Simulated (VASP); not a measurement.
HfO2: single point with PBE

HfO2:

```
Hf O
1.0
     0.00000    2.55750    2.55750
     2.55750    0.00000    2.55750
     2.55750    2.55750    0.00000
Hf O
1 2
Direct
  0.00405 0.00405 0.00405
  0.22743 0.22743 0.22743
  0.72743 0.72743 0.72743
```

This cell differs from its parent crystal: atoms displaced along a vibrational mode.

- Program: VASP 6.6.1
- Task: single point
- Functional: PBE
- Potentials or basis: VASP PAW PBE potentials, release 64 (Hf_pv, O)
- Cutoff: 520 eV
- k mesh: 8 × 8 × 8
- Occupations: gaussian, width 0.05 eV
- Spin: no spin polarisation
- Dipole correction: no
- Further INCAR settings: ALGO = Normal; EDIFF = 1e-07; NBANDS = 18

* Pressure: 0.0 GPa
* Largest force: 1.589 eV/Å
* Band gap on the k mesh: 3.87 eV

Forces in eV/Å, atoms in the order of the input:
```
Hf  -0.918 -0.918 -0.918
O    0.862  0.862  0.862
O    0.056  0.056  0.056
```

Stress tensor (GPa, compression positive):
```
-0.01  3.43  3.43
 3.43 -0.01  3.43
 3.43  3.43 -0.01
```

Levels at points of the mesh, in eV from the valence-band top:
| k point | band 9 | band 10 | band 11 | band 12 | band 13 | band 14 |
| --- | --- | --- | --- | --- | --- | --- |
| (0.00, 0.00, 0.00) | -1.04 | -1.04 | -0.67 | 4.39 | 4.39 | 5.50 |
| (0.50, 0.00, 0.00) | -2.57 | -2.03 | -2.00 | 4.71 | 4.75 | 6.59 |
| (0.50, 0.50, 0.50) | -2.55 | -1.87 | -1.87 | 4.67 | 4.67 | 5.90 |
| (0.50, 0.50, 0.00) | -1.84 | -1.42 | 0.00 | 3.87 | 5.33 | 6.56 |

It took 35 s on 1 thread of Intel(R) Xeon(R) Platinum 8375C CPU @ 2.90GHz (Ice Lake) (shared host), peak memory 0.18 GiB.

Caveat: the cell differs from its parent crystal (atoms displaced along a vibrational mode); spin-orbit coupling is left out, which moves the levels of the heavy elements; forces of over 1 eV/Å act on the atoms, so gaps and moduli don't describe the material at rest. A k mesh can miss the band edges.
